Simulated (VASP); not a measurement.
# Ir4F in VASP: single point with r2SCAN

Aim: the single point of Ir4F with r2SCAN.

Everything below comes from runs of VASP 6.6.1. Logs are shortened: lines on timing, memory, paths and dates and some standing lists are left out, and cuts for length are marked.

## (1) The cell of the first run

The cell holds a slab with vacuum, 5 atoms: a = 2.718 Å, b = 2.718 Å, c = 24.766 Å, α = 90.00°, β = 90.00°, γ = 90.00°.

## (2) Single point, r2SCAN

The input, POSCAR:

```
Ir4F
1.0
    2.7182807111      0.0000000000      0.0000000000
    0.0000000000      2.7182807111      0.0000000000
    0.0000000000      0.0000000000     24.7663441720
Ir F
4 1
Direct
    0.5000000000      0.5000000000      0.3432076991
    0.0000000000      0.0000000000      0.4208176488
    0.5000000000      0.5000000000      0.4989389497
    0.0000000000      0.0000000000      0.5725799416
    0.0000000000      0.2500000000      0.6446008310
```

The input, INCAR.step1:

```
PREC = Accurate
ENCUT = 520
ISMEAR = 0
SIGMA = 0.1
LREAL = False
LASPH = True
NELM = 100
LDIPOL = True
IDIPOL = 3
DIPOL = 0.5 0.5 0.496
NBANDS = 30
GGA = PE
ALGO = Normal
EDIFF = 1E-4
LWAVE = True
LCHARG = False
```

The input, INCAR.step2:

```
PREC = Accurate
ENCUT = 520
EDIFF = 1E-7
ISMEAR = 0
SIGMA = 0.1
LREAL = False
LASPH = True
NELM = 100
ALGO = Normal
ISIF = 2
LWAVE = False
LCHARG = False
LDIPOL = True
IDIPOL = 3
DIPOL = 0.5 0.5 0.496
METAGGA = R2SCAN
LMIXTAU = True
NBANDS = 30
ISTART = 1
```

The input, KPOINTS:

```
regular mesh
0
Gamma
  11 11 1
```

Potentials or basis: VASP PAW PBE potentials, release 64 (Ir, F).

Started as:

```sh
cat potpaw_PBE.64/Ir/POTCAR potpaw_PBE.64/F/POTCAR > POTCAR
cp INCAR.step1 INCAR
mpirun -np 1 vasp_std > vasp.out
cp INCAR.step2 INCAR
mpirun -np 1 vasp_std > vasp.out
```

OUTCAR:

```text
PREC = Accurate
   ENCUT = 520
   EDIFF = 1E-7
   ISMEAR = 0
   LREAL = False
   LASPH = True
   NELM = 100
   ISIF = 2
   METAGGA = R2SCAN
   ISTART = 1

 ion  position               nearest neighbor table
   1  0.500  0.500  0.343-   2 2.72   2 2.72   2 2.72   2 2.72
   2  0.000  0.000  0.421-   1 2.72   1 2.72   1 2.72   1 2.72   3 2.73   3 2.73   3 2.73   3 2.73

   3  0.500  0.500  0.499-   4 2.65   4 2.65   4 2.65   4 2.65   2 2.73   2 2.73   2 2.73   2 2.73

   4  0.000  0.000  0.573-   5 1.91   3 2.65   3 2.65   3 2.65   3 2.65
   5  0.000  0.250  0.645-   4 1.91

  LATTYP: Found a simple tetragonal cell.
 ALAT       =     2.7182807111
 C/A-ratio  =     9.1110325990

  Lattice vectors:

 A1 = (   2.7182807111,   0.0000000000,   0.0000000000)
 A2 = (   0.0000000000,   2.7182807111,   0.0000000000)
 A3 = (   0.0000000000,   0.0000000000,  24.7663441720)

Analysis of symmetry for initial positions (statically):
=====================================================================
 Subroutine PRICEL returns:
 Original cell was already a primitive cell.

 Routine SETGRP: Setting up the symmetry group for a
 simple tetragonal supercell.

 Subroutine GETGRP returns: Found  2 space group operations
 (whereof  2 operations were pure point group operations)
 out of a pool of 16 trial point group operations.

The static configuration has the point symmetry C_1h.

Analysis of symmetry for dynamics (positions and initial velocities):
=====================================================================
 Subroutine PRICEL returns:
 Original cell was already a primitive cell.

 Routine SETGRP: Setting up the symmetry group for a
 simple tetragonal supercell.

 Subroutine GETGRP returns: Found  2 space group operations
 (whereof  2 operations were pure point group operations)
 out of a pool of 16 trial point group operations.

The dynamic configuration has the point symmetry C_1h.

 Subroutine INISYM returns: Found  2 space group operations
 (whereof  2 operations are pure point group operations),
 and found     1 'primitive' translations

----------------------------------------------------------------------------------------

                                     Primitive cell

  volume of cell :     182.9998

  direct lattice vectors                    reciprocal lattice vectors
     2.718280711  0.000000000  0.000000000     0.367879592  0.000000000  0.000000000
     0.000000000  2.718280711  0.000000000     0.000000000  0.367879592  0.000000000
     0.000000000  0.000000000 24.766344172     0.000000000  0.000000000  0.040377376

  length of vectors
     2.718280711  2.718280711 24.766344172     0.367879592  0.367879592  0.040377376

  position of ions in fractional coordinates (direct lattice)
     0.500000000  0.500000000  0.343207699
     0.000000000  0.000000000  0.420817649
     0.500000000  0.500000000  0.498938950
     0.000000000  0.000000000  0.572579942
     0.000000000  0.250000000  0.644600831

  ion indices of the primitive-cell ions
   primitive index   ion index
                 1           1
                 2           2
                 3           3
                 4           4
                 5           5

----------------------------------------------------------------------------------------

 KPOINTS: regular mesh

Automatic generation of k-mesh.
 Grid dimensions read from file:
 generate k-points for:   11   11    1

 Generating k-lattice:

  Cartesian coordinates                     Fractional coordinates (reciprocal lattice)
     0.033443599  0.000000000  0.000000000     0.090909091  0.000000000  0.000000000
     0.000000000  0.033443599  0.000000000     0.000000000  0.090909091  0.000000000
     0.000000000  0.000000000  0.040377376     0.000000000  0.000000000  1.000000000

  Length of vectors
     0.033443599  0.033443599  0.040377376

  Shift w.r.t. Gamma in fractional coordinates (k-lattice)
     0.000000000  0.000000000  0.000000000

 Subroutine IBZKPT returns following result:
 ===========================================

 Found     36 irreducible k-points:

 Following reciprocal coordinates:
            Coordinates               Weight
  0.000000  0.000000  0.000000      1.000000
  0.090909  0.000000  0.000000      2.000000
  0.000000  0.090909  0.000000      2.000000
  0.181818  0.000000  0.000000      2.000000
  0.000000  0.181818  0.000000      2.000000
  0.272727  0.000000  0.000000      2.000000
[... 16 lines left out ...]
 -0.181818  0.272727  0.000000      4.000000
  0.363636  0.181818  0.000000      4.000000
 [... further k-points ...]
   k-points           NKPTS =     36   k-points in BZ     NKDIM =     36   number of bands    NBANDS=     30
   number of dos      NEDOS =    301   number of ions     NIONS =      5
   total plane-waves  NPLWV =  76800
   dimension x,y,z NGX =    20 NGY =   20 NGZ =  192
   dimension x,y,z NGXF=    40 NGYF=   40 NGZF=  384
   ions per type =               4   1
   NGX,Y,Z   is equivalent  to a cutoff of  12.23, 12.23, 12.89 a.u.
   NGXF,Y,Z  is equivalent  to a cutoff of  24.46, 24.46, 25.78 a.u.
 SYSTEM =  unknown system
   PREC   = accura    normal or accurate (medium, high low for compatibility)
   ISTART =      1    job   : 0-new  1-cont  2-samecut
   ICHARG =      0    charge: 1-file 2-atom 10-const
   ISPIN  =      1    spin polarized calculation?
   LNONCOLLINEAR =      F non collinear calculations
   LSORBIT =      F    spin-orbit coupling
   LASPH  =      T    aspherical Exc in radial PAW
   ENCUT  =  520.0 eV  38.22 Ry    6.18 a.u.   5.05  5.05 46.05*2*pi/ulx,y,z
   NELM   =    100;   NELMIN=  2; NELMDL=  0     # of ELM steps
   EDIFF  = 0.1E-06   stopping-criterion for ELM
   LREAL  =      F    real-space projection
   EDIFFG = 0.1E-05   stopping-criterion for IOM
   NSW    =      0    number of steps for IOM
   IBRION =     -1    ionic relax: 0-MD 1-quasi-New 2-CG
   NFREE  =      0    steps in history (QN), initial steepest desc. (CG)
   ISIF   =      2    stress and relaxation
   ISYM   =      2    0-nonsym 1-usesym 2-fastsym
   POTIM  = 0.5000    time-step for ionic-motion
   TEBEG  =    0.0;   TEEND  =   0.0 temperature during run
   PSTRESS=    0.0 pullay stress
   NELECT =      43.0000    total number of electrons
   NUPDOWN=      -1.0000    fix difference up-down
   EMIN   =  10.00;   EMAX   =-10.00  energy-range for DOS
   EFERMI =   0.00;   METHOD = LEGACY
   ISMEAR =     0;   SIGMA  =   0.10  broadening in eV -4-tet -1-fermi 0-gaus
   EFERMI_NEDOS =   21; number of points for ismear=-14 and -15
   IALGO  =     38    algorithm
   IMIX   =      4    mixing-type and parameters
     AMIX     =   0.40;   BMIX     =  1.00
     AMIX_MAG =   1.60;   BMIX_MAG =  1.00
  volume/ion in A,a.u.               =      36.60       246.99
  Fermi-wavevector in a.u.,A,eV,Ry     =   1.010216  1.909031 13.885234  1.020536
  Thomas-Fermi vector in A             =   2.143191
   LORBIT       =      0    0 simple, 1 ext, 2 COOP (PROOUT), +10 PAW based schemes
   METAGGA = R2SCAN    functional components
   LHFCALC =     F    Hartree Fock is set to
   AEXX    =    0.0000 exact exchange contribution
   IVDW    =     0    specifies the selected vdW correction
   LEPSILON=     F    determine dielectric tensor
   LRPA    =     F    only Hartree local field effects (RPA)
 non-spin polarized calculation
 Gauss-broadening in eV      SIGMA  =   0.10
  energy-cutoff  :      520.00
  volume of cell :      183.00
 maximum number of plane-waves:      4964
   NGX = 11   NGY = 11   NGZ = 93

 dipolmoment           0.000000      0.000000     -0.002664 electrons x Angstroem

 number of electron      42.9999982 magnetization

 dipolmoment           0.000000      0.000000      0.119162 electrons x Angstroem

 Free energy of the ion-electron system (eV)
  ---------------------------------------------------
  ext. energy  EPLUGINS =         0.00000000
  ---------------------------------------------------
  free energy    TOTEN  =      -211.91868381 eV

  energy without entropy =     -211.89457936  energy(sigma->0) =     -211.90663158

 E-fermi :  -1.4872     XC(G=0):  -5.8807

 val. band max:       -1.4873163603   @ k =  -0.1818   0.2727   0.0000
 cond. band min:      -1.4790206055   @ k =   0.4545   0.0909   0.0000
 fundamental gap:      0.0082957548
 Fermi energy:        -1.4872212622

 k-point     1 :       0.0000    0.0000    0.0000
  band No.  band energies     occupation
      1     -25.7199      2.00000
      2     -12.2840      2.00000
      3     -10.2743      2.00000
      4      -9.3613      2.00000
      5      -8.9119      2.00000
      6      -8.5665      2.00000
[... 22 lines left out ...]
     29       4.0961      0.00000
     30       4.3914      0.00000

 k-point     2 :       0.0909    0.0000    0.0000
  band No.  band energies     occupation
      1     -25.6994      2.00000
      2     -12.0483      2.00000
      3     -10.0830      2.00000
      4      -9.1998      2.00000
      5      -8.7326      2.00000
      6      -8.3879      2.00000
[... 22 lines left out ...]
     29       4.3640      0.00000
     30       4.7117      0.00000

 k-point     3 :       0.0000    0.0909    0.0000
  band No.  band energies     occupation
      1     -25.6994      2.00000
      2     -12.0492      2.00000
      3     -10.0811      2.00000
      4      -9.1677      2.00000
      5      -8.7447      2.00000
      6      -8.3751      2.00000
[... 22 lines left out ...]
     29       4.3388      0.00000
     30       4.6755      0.00000

 k-point     4 :       0.1818    0.0000    0.0000
  band No.  band energies     occupation
      1     -25.6445      2.00000
      2     -11.4027      2.00000
      3      -9.6631      2.00000
      4      -8.8896      2.00000
      5      -8.1907      2.00000
      6      -8.0948      2.00000
[... 22 lines left out ...]
     29       4.9313      0.00000
     30       5.6911      0.00000

 k-point     5 :       0.0000    0.1818    0.0000
  band No.  band energies     occupation
      1     -25.6447      2.00000
      2     -11.4070      2.00000
      3      -9.6548      2.00000
      4      -8.7953      2.00000
      5      -8.1731      2.00000
      6      -8.0967      2.00000
[... 22 lines left out ...]
     29       4.8977      0.00000
     30       5.5459      0.00000
[... 526 lines left out ...]
     29       5.5806      0.00000
     30       6.4894      0.00000

 k-point    22 :       0.2727    0.1818    0.0000
  band No.  band energies     occupation
      1     -25.5010      2.00000
      2      -9.7380      2.00000
      3      -8.5196      2.00000
      4      -7.7654      2.00000
      5      -7.6999      2.00000
      6      -7.0718      2.00000
[... 22 lines left out ...]
     29       6.2884      0.00000
     30       7.1921      0.00000

 k-point    23 :      -0.1818    0.2727    0.0000
  band No.  band energies     occupation
      1     -25.5015      2.00000
      2      -9.7512      2.00000
      3      -8.4986      2.00000
      4      -7.8294      2.00000
      5      -7.6226      2.00000
      6      -7.1660      2.00000
[... 22 lines left out ...]
     29       6.2532      0.00000
     30       7.1532      0.00000

 k-point    24 :       0.3636    0.1818    0.0000
  band No.  band energies     occupation
      1     -25.4348      2.00000
      2      -9.0827      2.00000
      3      -8.6073      2.00000
      4      -7.9857      2.00000
      5      -7.5302      2.00000
      6      -7.4625      2.00000
[... 22 lines left out ...]
     29       5.3753      0.00000
     30       7.1302      0.00000

 [... further k-points ...]

------------------------ aborting loop because EDIFF is reached ----------------------------------------

 vacuum level on the upper side and lower side of the slab       (xc-potential included)         1.417        -1.430

  FORCE on cell =-STRESS in cart. coord.  units (eV):
  Direction    XX          YY          ZZ          XY          YZ          ZX
  --------------------------------------------------------------------------------------
  -------------------------------------------------------------------------------------
  Total       -1.8481919     -1.7665119      0.0910139      0.0000000     -0.1712419      0.0000000
  in kB      -16.1810658    -15.4659517      0.7968338      0.0000000     -1.4992359      0.0000000
  external PRESSURE =     -10.2833946 kB  Pullay stress =       0.0000000 kB

 VOLUME and BASIS-vectors are now :
 -----------------------------------------------------------------------------
  energy-cutoff  :      520.00
  volume of cell :      183.00
      direct lattice vectors                 reciprocal lattice vectors
     2.718280711  0.000000000  0.000000000     0.367879592  0.000000000  0.000000000
     0.000000000  2.718280711  0.000000000     0.000000000  0.367879592  0.000000000
     0.000000000  0.000000000 24.766344172     0.000000000  0.000000000  0.040377376

 POSITION                                       TOTAL-FORCE (eV/Angst)
 -----------------------------------------------------------------------------------
      1.35914      1.35914      8.50000         0.000000      0.019862      0.962131
      0.00000      0.00000     10.42211         0.000000     -0.213219     -1.154919
      1.35914      1.35914     12.35689         0.000000      0.336320     -0.391806
      0.00000      0.00000     14.18071         0.000000     -0.003941      0.265921
      0.00000      0.67957     15.96441         0.000000     -0.139021      0.318673
 -----------------------------------------------------------------------------------
    total drift:                                0.000000     -0.000369      0.001532

  FREE ENERGIE OF THE ION-ELECTRON SYSTEM (eV)
  ---------------------------------------------------
  free  energy   TOTEN  =      -211.9186838059 eV

  energy  without entropy=     -211.8945793608  energy(sigma->0) =     -211.90663158

 vacuum level on the upper side and lower side of the slab         7.072         4.161
```

It took 18 min on 1 thread of Intel Xeon 6975P-C (Granite Rapids), shared host; peak memory 0.4 GiB.

Results:

```
Free energy            : -211.9187 eV
Largest force          : 1.174 eV/Å
Band gap on the k mesh : zero (an odd number of electrons rules out a gap without spin polarisation)
```

Forces on the atoms (eV/Å):
```
Ir   0.000  0.020  0.962
Ir   0.000 -0.213 -1.155
Ir   0.000  0.336 -0.392
Ir   0.000 -0.004  0.266
F    0.000 -0.139  0.319
```

Levels at points of the mesh, in eV from the Fermi level:
| k point | band 19 | band 20 | band 21 | band 22 | band 23 | band 24 | band 25 | band 26 |
| --- | --- | --- | --- | --- | --- | --- | --- | --- |
| (0.00, 0.00, 0.00) | -1.22 | -0.75 | -0.36 | -0.18 | -0.11 | 0.52 | 0.96 | 1.00 |

Caveat: the PAW data sets were made with another functional, which shifts forces and pressure a little; spin-orbit coupling is left out, which moves the levels of the heavy elements; an odd number of electrons without spin polarisation forces a metal; a magnetic or distorted state may lie lower.
